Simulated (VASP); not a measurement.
# NiO: single point with PBE+U

NiO:

```
Ni O
1.0
     1.43814    0.83031    2.33081
    -1.43814    0.83031    2.33081
     0.00000   -1.66062    2.33081
Ni O
1 1
Direct
  0.00000 0.00000 0.00000
  0.50000 0.50000 0.50000
```

| Quantity | Value |
| --- | --- |
| Program | VASP 6.6.1 |
| Task | single point |
| Functional | PBE |
| Potentials or basis | VASP PAW PBE potentials, release 64 (Ni, O) |
| Cutoff | 520 eV |
| k mesh | 6 × 6 × 6 |
| Occupations | gaussian, width 0.05 eV |
| Spin | collinear spin, ferromagnetic start |
| Starting moments | [2.0, 0.0] μB |
| Hubbard terms | Ni d U = 6.2 eV |
| Dipole correction | no |
| Further INCAR settings | ALGO = Normal; EDIFF = 1e-06; NBANDS = 19 |

The pressure is 22.9 GPa. The band gap on the k mesh is 2.31 eV, indirect (least direct gap 3.19 eV). The net moment is 2.00 μB per cell. The site moments are Ni +1.82; O +0.18 μB and the valence electrons inside the program's atomic spheres are Ni 9.19; O 5.08.

Stress tensor (GPa, compression positive):
```
22.44  0.00  0.00
 0.00 22.44  0.00
 0.00  0.00 23.84
```

Levels at points of the mesh, in eV from the valence-band top:
Spin up:
```tsv
k point	band 6	band 7	band 8	band 9	band 10	band 11	band 12	band 13
(0.00, 0.00, 0.00)	-5.16	-1.82	-1.82	-1.76	3.30	18.26	18.26	18.48
(0.50, 0.00, 0.00)	-4.53	-3.13	0.00	0.00	6.98	11.97	15.59	15.71
(0.50, 0.50, 0.00)	-4.17	-4.16	-3.33	-3.27	7.68	11.66	12.56	18.78
(0.50, 0.50, 0.50)	-4.53	-3.09	-0.01	-0.01	6.91	12.10	15.49	15.49
```
Spin down:
```
           k point  band 4  band 5  band 6  band 7  band 8  band 9  band 10  band 11
(0.00, 0.00, 0.00)   -4.18   -1.44   -1.44   -1.38    2.31    2.31     3.66    18.55
(0.50, 0.00, 0.00)   -4.40   -2.26   -2.24   -2.19    5.04    5.06     7.16    12.43
(0.50, 0.50, 0.00)   -3.09   -3.09   -2.98   -2.91    2.84    3.48     8.32    11.99
(0.50, 0.50, 0.50)   -4.43   -2.27   -2.27   -2.16    5.07    5.07     7.08    12.55
```

Eigenvalues of the final occupation matrices:
```tsv
site	spin	trace	eigenvalues
site 1 d	1	5.07	0.99 0.99 0.99 1.06 1.06
site 1 d	2	3.27	0.16 0.16 0.99 0.99 0.99
```

Wall time 15 s on 1 thread of Intel(R) Xeon(R) Platinum 8488C (Sapphire Rapids) (shared host), peak memory 0.15 GiB.

Caveat: the k points lie up to 0.45 Å⁻¹ apart; a cell with one magnetic atom can't hold antiferromagnetic order, which such compounds often take. The state reached can hang on the start; a lower one may exist.
